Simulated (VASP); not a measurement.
# BN (P6_3/mmc) in VASP: a series of runs

Runs on BN. Level: PBE+D3(BJ). Tasks: single point.

Everything below comes from runs of VASP 6.6.1. Logs are shortened: lines on timing, memory, paths and dates and some standing lists are left out, and cuts for length are marked.

## 1. The cell of the first run

Symmetry: P6_3/mmc, No. 194, hexagonal system. The conventional cell has a = 2.508 Å, b = 2.508 Å, c = 6.803 Å, α = 90.00°, β = 90.00°, γ = 120.00°. B (site symmetry -6m2) has 3 N at 1.45 Å within 1.9 Å. N (site symmetry -6m2) has 3 B at 1.45 Å within 1.9 Å.

## 2. Single point, PBE+D3(BJ) (volume scaled by 1.03, then relaxed in part)

INCAR

```
PREC = Accurate
ENCUT = 520
EDIFF = 1E-7
ISMEAR = 0
SIGMA = 0.02
LREAL = F
LASPH = T
NELM = 80
ALGO = Normal
ISIF = 2
LWAVE = F
LCHARG = F
GGA = PE
IVDW = 12
NBANDS = 16
```

KPOINTS

```
Automatic mesh
0
Gamma
  12 12 4
```

POSCAR

```
BN
1.0
    2.5082190551      0.0000000000      0.0000000000
   -1.2541095276      2.1721814200      0.0000000000
    0.0000000000      0.0000000000      6.8028077007
B N
2 2
Direct
    0.3333333333      0.6666666667      0.2500000000
    0.6666666667      0.3333333333      0.7500000000
    0.3333333333      0.6666666667      0.7500000000
    0.6666666667      0.3333333333      0.2500000000
```

Potentials or basis: VASP PAW PBE potentials, release 64 (B, N).

Command:

```sh
$ cat potpaw_PBE.64/B/POTCAR potpaw_PBE.64/N/POTCAR > POTCAR
$ mpirun -np 1 vasp_std > vasp.out
```

OUTCAR:

```text
PREC = Accurate
   ENCUT = 520
   EDIFF = 1E-7
   ISMEAR = 0
   LREAL = F
   LASPH = T
   NELM = 80
   ISIF = 2
   GGA = PE
   IVDW = 12
 IVDW          = 12

 ion  position               nearest neighbor table
   1  0.333  0.667  0.250-   4 1.45   4 1.45   4 1.45
   2  0.667  0.333  0.750-   3 1.45   3 1.45   3 1.45
   3  0.333  0.667  0.750-   2 1.45   2 1.45   2 1.45
   4  0.667  0.333  0.250-   1 1.45   1 1.45   1 1.45

  LATTYP: Found a hexagonal cell.
 ALAT       =     2.5082190551
 C/A-ratio  =     2.7122063708

  Lattice vectors:

 A1 = (   2.5082190551,   0.0000000000,   0.0000000000)
 A2 = (  -1.2541095276,   2.1721814200,   0.0000000000)
 A3 = (   0.0000000000,   0.0000000000,   6.8028077007)

Analysis of symmetry for initial positions (statically):
=====================================================================
 Subroutine PRICEL returns:
 Original cell was already a primitive cell.

 Routine SETGRP: Setting up the symmetry group for a
 hexagonal supercell.

 Subroutine GETGRP returns: Found 24 space group operations
 (whereof 12 operations were pure point group operations)
 out of a pool of 24 trial point group operations.

The static configuration has the point symmetry D_3d.
 The point group associated with its full space group is D_6h.

Analysis of symmetry for dynamics (positions and initial velocities):
=====================================================================
 Subroutine PRICEL returns:
 Original cell was already a primitive cell.

 Routine SETGRP: Setting up the symmetry group for a
 hexagonal supercell.

 Subroutine GETGRP returns: Found 24 space group operations
 (whereof 12 operations were pure point group operations)
 out of a pool of 24 trial point group operations.

The dynamic configuration has the point symmetry D_3d.
 The point group associated with its full space group is D_6h.

 Subroutine INISYM returns: Found 24 space group operations
 (whereof 12 operations are pure point group operations),
 and found     1 'primitive' translations

----------------------------------------------------------------------------------------

                                     Primitive cell

  volume of cell :      37.0638

  direct lattice vectors                    reciprocal lattice vectors
     2.508219055  0.000000000  0.000000000     0.398689260  0.230183352  0.000000000
    -1.254109528  2.172181420  0.000000000     0.000000000  0.460366704  0.000000000
     0.000000000  0.000000000  6.802807701     0.000000000  0.000000000  0.146998128

  length of vectors
     2.508219055  2.508219055  6.802807701     0.460366704  0.460366704  0.146998128

  position of ions in fractional coordinates (direct lattice)
     0.333333333  0.666666667  0.250000000
     0.666666667  0.333333333  0.750000000
     0.333333333  0.666666667  0.750000000
     0.666666667  0.333333333  0.250000000

  ion indices of the primitive-cell ions
   primitive index   ion index
                 1           1
                 2           2
                 3           3
                 4           4

----------------------------------------------------------------------------------------

 KPOINTS: Automatic mesh

Automatic generation of k-mesh.
 Grid dimensions read from file:
 generate k-points for:   12   12    4

 Generating k-lattice:

  Cartesian coordinates                     Fractional coordinates (reciprocal lattice)
     0.033224105  0.019181946  0.000000000     0.083333333  0.000000000  0.000000000
     0.000000000  0.038363892  0.000000000     0.000000000  0.083333333  0.000000000
     0.000000000  0.000000000  0.036749532     0.000000000  0.000000000  0.250000000

  Length of vectors
     0.038363892  0.038363892  0.036749532

  Shift w.r.t. Gamma in fractional coordinates (k-lattice)
     0.000000000  0.000000000  0.000000000

 Subroutine IBZKPT returns following result:
 ===========================================

 Found     57 irreducible k-points:

 Following reciprocal coordinates:
            Coordinates               Weight
  0.000000  0.000000  0.000000      1.000000
  0.083333 -0.000000  0.000000      6.000000
  0.166667 -0.000000  0.000000      6.000000
  0.250000  0.000000  0.000000      6.000000
  0.333333 -0.000000  0.000000      6.000000
  0.416667 -0.000000  0.000000      6.000000
[... 16 lines left out ...]
  0.250000  0.000000  0.250000     12.000000
  0.333333 -0.000000  0.250000     12.000000
 [... further k-points ...]
   k-points           NKPTS =     57   k-points in BZ     NKDIM =     57   number of bands    NBANDS=     16
   number of dos      NEDOS =    301   number of ions     NIONS =      4
   total plane-waves  NPLWV =  21600
   dimension x,y,z NGX =    20 NGY =   20 NGZ =   54
   dimension x,y,z NGXF=    40 NGYF=   40 NGZF=  108
   ions per type =               2   2
   NGX,Y,Z   is equivalent  to a cutoff of  13.26, 13.26, 13.20 a.u.
   NGXF,Y,Z  is equivalent  to a cutoff of  26.51, 26.51, 26.39 a.u.
 SYSTEM =  unknown system
   PREC   = accura    normal or accurate (medium, high low for compatibility)
   ISTART =      0    job   : 0-new  1-cont  2-samecut
   ICHARG =      2    charge: 1-file 2-atom 10-const
   ISPIN  =      1    spin polarized calculation?
   LNONCOLLINEAR =      F non collinear calculations
   LSORBIT =      F    spin-orbit coupling
   LASPH  =      T    aspherical Exc in radial PAW
   ENCUT  =  520.0 eV  38.22 Ry    6.18 a.u.   4.66  4.66 12.65*2*pi/ulx,y,z
   NELM   =     80;   NELMIN=  2; NELMDL= -5     # of ELM steps
   EDIFF  = 0.1E-06   stopping-criterion for ELM
   LREAL  =      F    real-space projection
   EDIFFG = 0.1E-05   stopping-criterion for IOM
   NSW    =      0    number of steps for IOM
   IBRION =     -1    ionic relax: 0-MD 1-quasi-New 2-CG
   NFREE  =      0    steps in history (QN), initial steepest desc. (CG)
   ISIF   =      2    stress and relaxation
   ISYM   =      2    0-nonsym 1-usesym 2-fastsym
   POTIM  = 0.5000    time-step for ionic-motion
   TEBEG  =    0.0;   TEEND  =   0.0 temperature during run
   PSTRESS=    0.0 pullay stress
   NELECT =      16.0000    total number of electrons
   NUPDOWN=      -1.0000    fix difference up-down
   EMIN   =  10.00;   EMAX   =-10.00  energy-range for DOS
   EFERMI =   0.00;   METHOD = LEGACY
   ISMEAR =     0;   SIGMA  =   0.02  broadening in eV -4-tet -1-fermi 0-gaus
   EFERMI_NEDOS =   21; number of points for ismear=-14 and -15
   IALGO  =     38    algorithm
   IMIX   =      4    mixing-type and parameters
     AMIX     =   0.40;   BMIX     =  1.00
     AMIX_MAG =   1.60;   BMIX_MAG =  1.00
  volume/ion in A,a.u.               =       9.27        62.53
  Fermi-wavevector in a.u.,A,eV,Ry     =   1.237271  2.338104 20.828343  1.530840
  Thomas-Fermi vector in A             =   2.371845
   LORBIT       =      0    0 simple, 1 ext, 2 COOP (PROOUT), +10 PAW based schemes
   GGA     = PE    functional components
   LHFCALC =     F    Hartree Fock is set to
   AEXX    =    0.0000 exact exchange contribution
   IVDW    =    12    specifies the selected vdW correction
   LEPSILON=     F    determine dielectric tensor
   LRPA    =     F    only Hartree local field effects (RPA)
 non-spin polarized calculation
 Gauss-broadening in eV      SIGMA  =   0.02
  energy-cutoff  :      520.00
  volume of cell :       37.06
 maximum number of plane-waves:      1022
 NGX is ok and might be reduce to    20
   NGX =  9   NGY =  9   NGZ = 25

 number of electron      16.0000000 magnetization

 Free energy of the ion-electron system (eV)
  ---------------------------------------------------
  ext. energy  EPLUGINS =         0.00000000
  ---------------------------------------------------
  free energy    TOTEN  =       -35.16922017 eV

  energy without entropy =      -35.16922017  energy(sigma->0) =      -35.16922017

 E-fermi :   2.2187     XC(G=0):  -9.8997

 val. band max:        2.0607217872   @ k =   0.3333   0.3333   0.5000
 cond. band min:       6.3640725560   @ k =   0.5000   0.0000   0.0000
 fundamental gap:      4.3033507689
 Fermi energy:         2.2187320081

 k-point     1 :       0.0000    0.0000    0.0000
  band No.  band energies     occupation
      1     -15.6849      2.00000
      2     -15.4404      2.00000
      3      -4.0264      2.00000
      4      -2.1354      2.00000
      5       0.7243      2.00000
      6       0.7243      2.00000
[... 8 lines left out ...]
     15      14.0710      0.00000
     16      15.0014      0.00000

 k-point     2 :       0.0833   -0.0000    0.0000
  band No.  band energies     occupation
      1     -15.5498      2.00000
      2     -15.3092      2.00000
      3      -3.8410      2.00000
      4      -1.9675      2.00000
      5       0.1679      2.00000
      6       0.1918      2.00000
[... 8 lines left out ...]
     15      14.5089      0.00000
     16      14.5749      0.00000

 k-point     3 :       0.1667   -0.0000    0.0000
  band No.  band energies     occupation
      1     -15.1517      2.00000
      2     -14.9230      2.00000
      3      -3.2915      2.00000
      4      -1.4737      2.00000
      5      -1.2432      2.00000
      6      -1.2143      2.00000
[... 8 lines left out ...]
     15      15.7704      0.00000
     16      15.8659      0.00000

 k-point     4 :       0.2500    0.0000    0.0000
  band No.  band energies     occupation
      1     -14.5172      2.00000
      2     -14.3096      2.00000
      3      -3.0344      2.00000
      4      -2.9878      2.00000
      5      -2.4032      2.00000
      6      -0.8934      2.00000
[... 8 lines left out ...]
     15      16.9939      0.00000
     16      18.0315      0.00000
[... 324 lines left out ...]
 k-point    22 :       0.1667   -0.0000    0.2500
  band No.  band energies     occupation
      1     -15.1196      2.00000
      2     -14.9579      2.00000
      3      -3.0697      2.00000
      4      -1.8111      2.00000
      5      -1.2333      2.00000
      6      -1.2010      2.00000
[... 8 lines left out ...]
     15      15.7837      0.00000
     16      15.8514      0.00000

 k-point    23 :       0.2500    0.0000    0.2500
  band No.  band energies     occupation
      1     -14.4879      2.00000
      2     -14.3412      2.00000
      3      -3.0379      2.00000
      4      -3.0001      2.00000
      5      -2.1765      2.00000
      6      -0.9817      2.00000
[... 8 lines left out ...]
     15      18.0448      0.00000
     16      18.1128      0.00000

 k-point    24 :       0.3333   -0.0000    0.2500
  band No.  band energies     occupation
      1     -13.6890      2.00000
      2     -13.5659      2.00000
      3      -4.8106      2.00000
      4      -4.7649      2.00000
      5      -1.5120      2.00000
      6      -1.4773      2.00000
[... 8 lines left out ...]
     15      18.6790      0.00000
     16      20.5616      0.00000

 [... further k-points ...]

------------------------ aborting loop because EDIFF is reached ----------------------------------------

 Edisp (eV)   -0.54627

 E8    (eV) :    -0.1595

  FORCE on cell =-STRESS in cart. coord.  units (eV):
  Direction    XX          YY          ZZ          XY          YZ          ZX
  --------------------------------------------------------------------------------------
  -------------------------------------------------------------------------------------
  Total      -0.12020    -0.12020    -0.19233     0.00000     0.00000     0.00000
  in kB      -5.19575    -5.19575    -8.31392     0.00000     0.00000     0.00000
  external pressure =       -6.24 kB  Pullay stress =        0.00 kB

 VOLUME and BASIS-vectors are now :
 -----------------------------------------------------------------------------
  energy-cutoff  :      520.00
  volume of cell :       37.06
      direct lattice vectors                 reciprocal lattice vectors
     2.508219055  0.000000000  0.000000000     0.398689260  0.230183352  0.000000000
    -1.254109528  2.172181420  0.000000000     0.000000000  0.460366704  0.000000000
     0.000000000  0.000000000  6.802807701     0.000000000  0.000000000  0.146998128

 POSITION                                       TOTAL-FORCE (eV/Angst)
 -----------------------------------------------------------------------------------
     -0.00000      1.44812      1.70070         0.000000     -0.000000      0.000000
      1.25411      0.72406      5.10211        -0.000000      0.000000      0.000000
     -0.00000      1.44812      5.10211         0.000000     -0.000000      0.000000
      1.25411      0.72406      1.70070        -0.000000     -0.000000      0.000000
 -----------------------------------------------------------------------------------
    total drift:                               -0.000000      0.000000      0.000000

  FREE ENERGIE OF THE ION-ELECTRON SYSTEM (eV)
  ---------------------------------------------------
  free  energy   TOTEN  =       -35.7154926063 eV

  energy  without entropy=      -35.7154926063  energy(sigma->0) =      -35.71549261
```

Wall time 33 s (1 thread of Intel Xeon Platinum 8259CL at 2.50GHz (Skylake/Cascade Lake), shared host); peak memory 0.18 GiB.

What came out:

| Property | Result |
| --- | --- |
| Free energy | -35.7155 eV |
| Pressure | -0.6 GPa |
| Band gap on the k mesh | 4.30 eV, indirect (least direct gap 4.64 eV) |
| Dispersion energy per atom | -0.137 eV |

Levels at points of the mesh, in eV from the valence-band top:
| k point | band 5 | band 6 | band 7 | band 8 | band 9 | band 10 | band 11 | band 12 |
| --- | --- | --- | --- | --- | --- | --- | --- | --- |
| (0.00, 0.00, 0.00) | -1.34 | -1.34 | -1.31 | -1.31 | 5.12 | 10.02 | 11.52 | 11.52 |
| (0.50, 0.00, 0.00) | -4.13 | -4.08 | -1.37 | -0.48 | 4.30 | 5.53 | 9.47 | 9.92 |
| (0.00, 0.00, 0.50) | -1.32 | -1.32 | -1.32 | -1.32 | 7.35 | 7.35 | 11.57 | 11.57 |
| (0.50, 0.00, 0.50) | -4.11 | -4.11 | -0.91 | -0.91 | 4.74 | 4.74 | 9.85 | 9.85 |

## 3. Single point, PBE+D3(BJ) (volume scaled by 1.06, then relaxed in part)

INCAR

```
ALGO     = Normal         # electronic algorithm
EDIFF    = 1E-6           # SCF threshold, eV
ENCUT    = 520            # plane-wave cutoff, eV
GGA      = PE             # functional
ISIF     = 2              # what is computed and relaxed
ISMEAR   = 0              # smearing method
IVDW     = 12             # dispersion correction
LASPH    = True           # aspherical terms in the spheres
LCHARG   = True           # write CHGCAR
LELF     = True           # ELF
LREAL    = False          # projectors in reciprocal space
LVHAR    = True         
LWAVE    = False          # write WAVECAR
NBANDS   = 16             # bands
NELM     = 60             # most SCF steps
PREC     = Accurate       # precision mode
SIGMA    = 0.02           # smearing width, eV
```

KPOINTS

```
k-points
0
Gamma
  12 12 4
```

POSCAR

```
BN
1.0
    2.5095739876      0.0000000000      0.0000000000
   -1.2547869938      2.1733548259      0.0000000000
    0.0000000000      0.0000000000      6.9933900728
B N
2 2
Direct
    0.3333333333      0.6666666667      0.2500000000
    0.6666666667      0.3333333333      0.7500000000
    0.3333333333      0.6666666667      0.7500000000
    0.6666666667      0.3333333333      0.2500000000
```

Potentials or basis: VASP PAW PBE potentials, release 64 (B, N).

Command:

```sh
$ cat potpaw_PBE.64/B/POTCAR potpaw_PBE.64/N/POTCAR > POTCAR
$ mpirun -np 1 vasp_std > vasp.out
```

Run time: 30 s. Hardware: 1 thread of Intel Xeon Platinum 8259CL at 2.50GHz (Skylake/Cascade Lake), shared host; peak memory 0.17 GiB.

The run converged. Its results:

```yaml
Free_energy: -35.7094 eV
Pressure: -1.1 GPa
Band_gap_on_the_k_mesh: 4.34 eV, indirect (least direct gap 4.64 eV)
Dispersion_energy_per_atom: -0.132 eV
```

Stress tensor (GPa, compression positive):
```
-0.99  0.00  0.00
 0.00 -0.99  0.00
 0.00  0.00 -1.28
```

Levels at points of the mesh, in eV from the valence-band top:
| k point | band 5 | band 6 | band 7 | band 8 | band 9 | band 10 | band 11 | band 12 |
| --- | --- | --- | --- | --- | --- | --- | --- | --- |
| (0.00, 0.00, 0.00) | -1.34 | -1.34 | -1.32 | -1.32 | 4.97 | 9.69 | 11.51 | 11.51 |
| (0.50, 0.00, 0.00) | -4.13 | -4.09 | -1.29 | -0.53 | 4.34 | 5.43 | 9.44 | 9.91 |
| (0.00, 0.00, 0.50) | -1.33 | -1.33 | -1.33 | -1.33 | 7.06 | 7.06 | 11.55 | 11.55 |
| (0.50, 0.00, 0.50) | -4.11 | -4.11 | -0.91 | -0.91 | 4.74 | 4.74 | 9.81 | 9.81 |

 A k mesh can miss the band edges.
